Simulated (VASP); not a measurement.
Input of a VASP 6.6.1 run:

INCAR

```
ALGO = Normal
EDIFF = 1E-6
EDIFFG = -0.04
ENCUT = 600
GGA = PE
IBRION = 2
ISIF = 3
ISMEAR = 0
LASPH = True
LCHARG = False
LREAL = False
LWAVE = False
NELM = 80
NSW = 90
PREC = Accurate
SIGMA = 0.1
```

KPOINTS

```
k-points
0
Gamma
  6 6 2
```

POSCAR

```
Si2C
1.0
    3.4407771500      0.0000000000      0.0000000000
   -1.7203885800      2.9798004200      0.0000000000
    0.0000000000      0.0000000000      8.4281483500
Si C
4 2
Direct
    0.0000000000      0.0000000000      0.3750000000
    0.3333333300      0.6666666700      0.0416666700
    0.0000000000      0.0000000000      0.6250000000
    0.6666666700      0.3333333300      0.9583333300
    0.6666666700      0.3333333300      0.7083333300
    0.3333333300      0.6666666700      0.2916666700
```

Potentials or basis: VASP PAW PBE potentials, release 64 (Si, C).

The run is started by

```bash
$ cat potpaw_PBE.64/Si/POTCAR potpaw_PBE.64/C/POTCAR > POTCAR
$ mpirun -np 1 vasp_std > vasp.out
```

Task: What does it give for the space group after relaxing (to 0.05 Å)?

Result: P-3m1 (No. 164).

Task: Predict the relaxed volume.

Result: 13.02 Å³/atom.

Task: What does it give for the band gap on the k mesh?

Result: Zero (band 12 reaches 10.61 eV, above the bottom of band 13 at 8.15 eV).

Final structure:
```
Si C
1.0
     3.23157    0.00000    0.00000
    -1.61579    2.79863    0.00000
     0.00000    0.00000    8.63991
Si C
4 2
Direct
  0.00000 0.00000 0.36232
  0.33333 0.66667 0.07315
  0.00000 0.00000 0.63768
  0.66667 0.33333 0.92685
  0.66667 0.33333 0.70690
  0.33333 0.66667 0.29310
```

Caveat: the k points lie up to 0.37 Å⁻¹ apart in the final cell.
